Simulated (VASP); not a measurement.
# Ga2P (P4/nmm) in VASP: further runs, part 2 of 2

VASP 6.6.1. The steps go on from the part before.

## 4. Single point, PBE

This run uses another cell than the first one, of 18.18 Å³/atom.

INCAR reads:

```
SYSTEM = Ga2P
  ALGO = Normal
  EDIFF = 1E-6
  ENCUT = 520
  GGA = PE
  ISIF = 2
  ISMEAR = 0
  LASPH = .TRUE.
  LCHARG = .FALSE.
  LREAL = .FALSE.
  LWAVE = .FALSE.
  NBANDS = 40
  NELM = 60
  PREC = Accurate
  SIGMA = 0.1
```

KPOINTS reads:

```
k-points
0
G
  6 6 2
  0 0 0
```

POSCAR reads:

```
Ga2P
1.0
    3.7156417746      0.0000000000      0.0000000000
    0.0000000000      3.7156417746      0.0000000000
    0.0000000000      0.0000000000      7.9025917422
Ga P
4 2
Direct
    0.5000000000      0.5000000000      0.0000000000
    0.0000000000      0.0000000000      0.0000000000
    0.5000000000      0.0000000000      0.3623295311
    0.0000000000      0.5000000000      0.6376704689
    0.5000000000      0.0000000000      0.6814269872
    0.0000000000      0.5000000000      0.3185730128
```

Launch:

```
$ cat potpaw_PBE.64/Ga_d/POTCAR potpaw_PBE.64/P/POTCAR > POTCAR
$ mpirun -np 1 vasp_std > vasp.out
```

Wall time 42 s (1 thread of Intel Xeon 6975P-C (Granite Rapids), shared host); peak memory 0.23 GiB.

Results (log left out):

| Property | Result |
| --- | --- |
| Free energy | -22.0519 eV |
| Pressure | 0.0 GPa |
| Largest force | 0.015 eV/Å |
| Band gap on the k mesh | zero (bands 31 and 32 overlap by 5.94 eV) |

Forces on the atoms (eV/Å):
```
Ga   0.000  0.000  0.000
Ga   0.000  0.000  0.000
Ga   0.000  0.000 -0.015
Ga   0.000  0.000  0.015
P    0.000  0.000  0.014
P    0.000  0.000 -0.014
```

Stress tensor (GPa, compression positive):
```
 0.05  0.00  0.00
 0.00  0.05  0.00
 0.00  0.00 -0.02
```

Levels at points of the mesh, in eV from the Fermi level:
```
           k point  band 27  band 28  band 29  band 30  band 31  band 32  band 33  band 34  band 35  band 36
(0.00, 0.00, 0.00)    -2.44    -1.72    -0.96    -0.96    -0.18     0.76     0.82     0.82     1.78     3.90
(0.50, 0.00, 0.00)    -1.02    -1.02    -0.31    -0.31     0.98     0.98     2.23     2.23     3.10     3.10
(0.50, 0.50, 0.00)    -3.97    -3.97    -3.94    -3.94    -3.57    -3.57     0.83     0.83     3.23     3.23
(0.00, 0.00, 0.50)    -2.24    -1.45    -1.45    -1.15     0.47     0.81     1.33     1.33     3.01     3.11
(0.50, 0.00, 0.50)    -2.97    -2.97    -0.27    -0.27     2.37     2.37     2.60     2.60     3.00     3.00
(0.50, 0.50, 0.50)    -5.35    -5.35    -2.26    -2.26    -2.25    -2.25    -1.20    -1.20     1.50     1.50
```

Caveat: the k points lie up to 0.40 Å⁻¹ apart, too coarse for converged energies and pressures of a metal.

## 5. Relaxation of cell and atoms, PBE

INCAR reads:

```
PREC = Accurate ; ENCUT = 600
EDIFF = 1E-6 ; ISMEAR = 0
SIGMA = 0.1 ; LREAL = F
LASPH = T ; NELM = 80
ALGO = Normal ; ISIF = 3
LWAVE = F ; LCHARG = F
GGA = PE ; IBRION = 2
NSW = 90 ; EDIFFG = -0.04
```

KPOINTS reads:

```
regular mesh
0
Gamma
  6 6 2
```

POSCAR reads:

```
Ga2P
1.0
    3.6932584977      0.0000000000      0.0000000000
    0.0000000000      3.6932584977      0.0000000000
    0.0000000000      0.0000000000      7.9553362649
Ga P
4 2
Direct
    0.5000000000      0.5000000000      0.0000000000
    0.0000000000      0.0000000000      0.0000000000
    0.5000000000      0.0000000000      0.3597297619
    0.0000000000      0.5000000000      0.6402702381
    0.5000000000      0.0000000000      0.6821733144
    0.0000000000      0.5000000000      0.3178266856
```

Launch:

```
$ cat potpaw_PBE.64/Ga_d/POTCAR potpaw_PBE.64/P/POTCAR > POTCAR
$ mpirun -np 1 vasp_std > vasp.out
```

Run time: 2.2 min. Hardware: 1 thread of Intel Xeon 6975P-C (Granite Rapids), shared host; peak memory 0.27 GiB.

The run converged. Its results:

```
Free energy                           : -22.0513 eV
Relaxed volume                        : 18.15 Å³/atom
Relaxed cell                          : a = 3.716 Å, b = 3.716 Å, c = 7.887 Å, α = 90.00°, β = 90.00°, γ = 90.00°
Space group after relaxing (to 0.1 Å) : P4/nmm (No. 129)
Energy gained by relaxing             : 1.6 meV/atom
Ionic steps                           : 4
Pressure after relaxing               : 0.1 GPa
Largest force after relaxing          : 0.021 eV/Å
Band gap on the k mesh                : zero (bands 31 and 32 overlap by 5.92 eV)
```

Forces in eV/Å, atoms in the order of the input:
```
Ga   0.000  0.000  0.000
Ga   0.000  0.000  0.000
Ga   0.000  0.000  0.021
Ga   0.000  0.000 -0.021
P    0.000  0.000  0.011
P    0.000  0.000 -0.011
```

The path:
| step | energy change (eV) | largest force (eV/Å) | pressure (GPa) | volume (Å³) |
| --- | --- | --- | --- | --- |
| 1 | 0.0000 | 0.1297 | 0.34 | 108.51 |
| 2 | -0.0087 | 0.0651 | -0.08 | 109.12 |
| 3 | -0.0093 | 0.0440 | -0.21 | 109.30 |
| 4 | -0.0096 | 0.0208 | 0.05 | 108.93 |

Final structure:
```
Ga P
1.0
     3.71638    0.00000    0.00000
     0.00000    3.71638    0.00000
     0.00000    0.00000    7.88657
Ga P
4 2
Direct
  0.50000 0.50000 0.00000
  0.00000 0.00000 0.00000
  0.50000 0.00000 0.36108
  0.00000 0.50000 0.63892
  0.50000 0.00000 0.68127
  0.00000 0.50000 0.31873
```

Levels at points of the mesh, in eV from the Fermi level:
```tsv
k point	band 28	band 29	band 30	band 31	band 32	band 33	band 34	band 35
(0.00, 0.00, 0.00)	-1.70	-0.97	-0.97	-0.20	0.74	0.82	0.82	1.77
(0.50, 0.00, 0.00)	-0.99	-0.32	-0.32	0.98	0.98	2.22	2.22	3.08
(0.50, 0.50, 0.00)	-3.98	-3.95	-3.95	-3.56	-3.56	0.86	0.86	3.24
(0.00, 0.00, 0.50)	-1.46	-1.46	-1.17	0.50	0.80	1.34	1.34	3.06
(0.50, 0.00, 0.50)	-2.96	-0.28	-0.28	2.36	2.36	2.59	2.59	2.98
(0.50, 0.50, 0.50)	-5.36	-2.25	-2.25	-2.24	-2.24	-1.21	-1.21	1.51
```

Caveat: the k points lie up to 0.40 Å⁻¹ apart in the final cell, too coarse for converged energies and pressures of a metal.

## 6. Relaxation of cell and atoms, PBE

This run uses another cell than the first one, of 18.85 Å³/atom.

INCAR reads:

```
SYSTEM = Ga2P
PREC = Accurate
ENCUT = 600
EDIFF = 1E-7
ISMEAR = 0
SIGMA = 0.1
LREAL = .FALSE.
LASPH = .TRUE.
NELM = 100
ALGO = Normal
ISIF = 3
LWAVE = .FALSE.
LCHARG = .FALSE.
GGA = PE
IBRION = 2
NSW = 90
EDIFFG = -0.04
```

KPOINTS reads:

```
regular mesh
0
G
  4 4 4
  0 0 0
```

POSCAR reads:

```
Ga2P
1.0
    4.0667183200      0.0000000000      0.0000000000
    0.0000000000      4.0667183200      0.0000000000
    0.0000000000      0.0000000000      6.8396162400
Ga P
4 2
Direct
    0.5000000000      0.5000000000      0.0000000000
    0.0000000000      0.0000000000      0.0000000000
    0.5000000000      0.0000000000      0.3037024700
    0.0000000000      0.5000000000      0.6962975300
    0.5000000000      0.0000000000      0.7123227700
    0.0000000000      0.5000000000      0.2876772300
```

Potentials or basis: VASP PAW PBE potentials, release 64 (Ga_d, P).

Launch:

```
$ cat potpaw_PBE.64/Ga_d/POTCAR potpaw_PBE.64/P/POTCAR > POTCAR
$ mpirun -np 1 vasp_std > vasp.out
```

Run time: 9.2 min. Hardware: 1 thread of Intel Xeon 6975P-C (Granite Rapids), shared host; peak memory 0.28 GiB.

The run converged. Its results:

```
Free energy                           : -21.9491 eV
Relaxed volume                        : 18.08 Å³/atom
Relaxed cell                          : a = 3.696 Å, b = 3.696 Å, c = 7.941 Å, α = 90.00°, β = 90.00°, γ = 90.00°
Space group after relaxing (to 0.1 Å) : P4/nmm (No. 129)
Energy gained by relaxing             : 131.0 meV/atom
Ionic steps                           : 19
Pressure after relaxing               : 0.0 GPa
Largest force after relaxing          : 0.021 eV/Å
Band gap on the k mesh                : zero (bands 31 and 32 overlap by 6.09 eV)
```

Forces on the atoms (eV/Å):
```
Ga   0.000  0.000  0.000
Ga   0.000  0.000  0.000
Ga   0.000  0.000 -0.021
Ga   0.000  0.000  0.021
P    0.000  0.000  0.010
P    0.000  0.000 -0.010
```

Stress tensor (GPa, compression positive):
```
 0.09  0.00  0.00
 0.00  0.09  0.00
 0.00  0.00 -0.05
```

Step by step:
```csv
step,energy change (eV),largest force (eV/Å),pressure (GPa),volume (Å³)
1,0.0000,1.2202,-0.86,113.11
2,-0.1714,1.0583,-0.46,111.46
3,-0.4966,0.1530,2.03,106.57
4,-0.5938,0.1098,-0.89,110.84
5,-0.6007,0.1562,-1.72,112.67
6,-0.6873,0.2261,-0.21,109.49
7,-0.6958,0.2144,0.02,108.70
8,-0.7288,0.1097,0.61,107.10
9,-0.7258,0.2699,3.63,103.81
10,-0.7458,0.1803,1.85,105.60
11,-0.7628,0.1984,1.97,106.15
12,-0.7677,0.1615,1.87,106.01
13,-0.7851,0.0693,0.13,108.49
14,-0.7852,0.0578,-0.15,108.84
15,-0.7852,0.0607,-0.12,108.76
16,-0.7852,0.0644,-0.05,108.64
17,-0.7852,0.0625,-0.05,108.70
18,-0.7856,0.0474,-0.02,108.63
19,-0.7860,0.0214,0.04,108.51
```

Final structure:
```
CELL_PARAMETERS angstrom
3.69642 0.00000 0.00000
0.00000 3.69642 0.00000
0.00000 0.00000 7.94129
ATOMIC_POSITIONS crystal
Ga 0.50000 0.50000 0.00000
Ga 0.00000 0.00000 0.00000
Ga 0.50000 0.00000 0.36006
Ga 0.00000 0.50000 0.63994
P 0.50000 0.00000 0.68113
P 0.00000 0.50000 0.31887
```

Levels at points of the mesh, in eV from the Fermi level:
```csv
k point,band 27,band 28,band 29,band 30,band 31,band 32,band 33,band 34,band 35,band 36
"(0.00, 0.00, 0.00)",-2.40,-1.80,-0.95,-0.95,-0.17,0.73,0.73,0.78,1.80,3.90
"(0.50, 0.00, 0.00)",-1.03,-1.03,-0.23,-0.23,0.87,0.87,2.30,2.30,3.08,3.08
"(0.50, 0.50, 0.00)",-4.03,-4.03,-4.03,-4.03,-3.65,-3.65,0.76,0.76,3.12,3.12
"(0.00, 0.00, 0.50)",-2.20,-1.45,-1.45,-1.10,0.49,0.83,1.24,1.24,2.86,3.14
"(0.50, 0.00, 0.50)",-2.96,-2.96,-0.19,-0.19,2.44,2.44,2.60,2.60,3.02,3.02
"(0.50, 0.50, 0.50)",-5.37,-5.37,-2.40,-2.40,-2.36,-2.36,-1.20,-1.20,1.46,1.46
```

Caveat: the k points lie up to 0.42 Å⁻¹ apart in the final cell, too coarse for converged energies and pressures of a metal; a cell axis changed by over 15 % at a fixed basis, so the end point is rough.

## 7. Overview

| task | cell | k mesh | cutoff (eV) | gap on the mesh (eV) | pressure (GPa) | relaxed volume (Å³/atom) | largest force (eV/Å) |
| --- | --- | --- | --- | --- | --- | --- | --- |
| single point | a = 3.693, b = 3.693, c = 7.955 Å, 6 atoms, atomic positions A | 4 × 4 × 4 | 520 | none | 0.0 | - | 0.03 |
| single point | a = 4.067, b = 4.067, c = 6.840 Å, 6 atoms, atomic positions B | 4 × 4 × 4 | 520 | none | -0.8 | - | 1.22 |
| single point | a = 3.716, b = 3.716, c = 7.903 Å, 6 atoms, atomic positions C | 6 × 6 × 2 | 520 | none | 0.0 | - | 0.01 |
| relaxation of cell and atoms | relaxed from a = 3.693, b = 3.693, c = 7.955 Å, 6 atoms, atomic positions A | 6 × 6 × 2 | 600 | none | 0.1 | 18.15 | 0.02 |
| relaxation of cell and atoms | relaxed from a = 4.067, b = 4.067, c = 6.840 Å, 6 atoms, atomic positions B | 4 × 4 × 4 | 600 | none | 0.0 | 18.08 | 0.02 |

Alike in all rows: level PBE; potentials or basis VASP PAW PBE potentials, release 64 (Ga_d, P); no spin polarisation; smearing gaussian 0.1 eV.

Caveats: all runs use coarse meshes; forces of over 1 eV/Å act on the atoms, so gaps and moduli don't describe the material at rest (at least some runs); a cell axis changed by over 15 % at a fixed basis, so the end point is rough (at least some runs).

Total energies depend on the potentials used, so only differences within one code and one set of settings carry meaning.
